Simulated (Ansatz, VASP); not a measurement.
## Two plane-wave programs on MgCd3Se4

The input INCAR:

```
ALGO = Normal
EDIFF = 1E-7
EDIFFG = -0.04
ENCUT = 600
GGA = PE
IBRION = 2
ISIF = 3
ISMEAR = 0
LASPH = T
LCHARG = F
LREAL = F
LWAVE = F
NELM = 60
NSW = 90
PREC = Accurate
SIGMA = 0.1
```

KPOINTS

```
k-points
0
Gamma
  4 4 2
```

Contents of POSCAR:

```
MgCd3Se4
1.0
    4.1490593600      0.0000000000      0.0000000000
    0.0000000000      4.1490593600      0.0000000000
    0.0000000000      0.0000000000     11.7353120400
Mg Cd Se
1 3 4
Direct
    0.0000000000      0.0000000000      0.5000000000
    0.0000000000      0.0000000000      0.0000000000
    0.5000000000      0.5000000000      0.2500000000
    0.5000000000      0.5000000000      0.7500000000
    0.0000000000      0.0000000000      0.2500000000
    0.5000000000      0.5000000000      0.5000000000
    0.0000000000      0.0000000000      0.7500000000
    0.5000000000      0.5000000000      0.0000000000
```

Input for Ansatz:

```yaml
crystal:
  lattice:
    - [4.14905936, 0.0, 0.0]
    - [0.0, 4.14905936, 0.0]
    - [0.0, 0.0, 11.73531204]
  atoms:
    - { symbol: Mg, position: [0.0, 0.0, 0.5] }
    - { symbol: Cd, position: [0.0, 0.0, 0.0] }
    - { symbol: Cd, position: [0.5, 0.5, 0.25] }
    - { symbol: Cd, position: [0.5, 0.5, 0.75] }
    - { symbol: Se, position: [0.0, 0.0, 0.25] }
    - { symbol: Se, position: [0.5, 0.5, 0.5] }
    - { symbol: Se, position: [0.0, 0.0, 0.75] }
    - { symbol: Se, position: [0.5, 0.5, 0.0] }
basis:
  ecutwfc: 420
kpoints:
  mp_grid: { grid: [4, 4, 2] }
hamiltonian:
  xc: pbe
scf:
  occupations: { method: gaussian, width: 0.1 }
  lower_state_search: "off"
output:
  forces: true
  stress: true
  eigenvalues: true
relax:
  adjacent_minimum: "off"
  f_tol: 0.04
  max_steps: 70
  cell: { stress_tol: 0.4 }
```

Alike in both runs: task relaxation of cell and atoms; functional PBE; k mesh 4 × 4 × 2; occupations gaussian, width 0.1 eV; no spin polarisation.

```csv
,VASP,Ansatz
version,VASP 6.6.1,Ansatz 0.2.0
potentials or method,"VASP PAW PBE potentials, release 64 (Mg, Cd, Se), cutoff 600 eV","scalar-relativistic, plane waves, PAW"
valence electrons in the cell,62,134
```

|  | VASP | Ansatz | Ansatz less VASP |
| --- | --- | --- | --- |
| gap on the k mesh at the Fermi level, each at its own relaxed structure (eV) | none | none | - |
| relaxed volume (Å³/atom) | 23.18 | 23.09 | -0.093 |
| relaxed cell length with the largest relative difference (Å) | 4.053 | 4.039 | -0.0145 |

A gap of «none» marks a metal or a gap that the smearing closes. VASP's potentials hold 62 valence electrons a cell and Ansatz's 134, so a difference there can come from the potentials and not from the codes.

The k mesh is coarse, so the values compare programs but aren't converged.
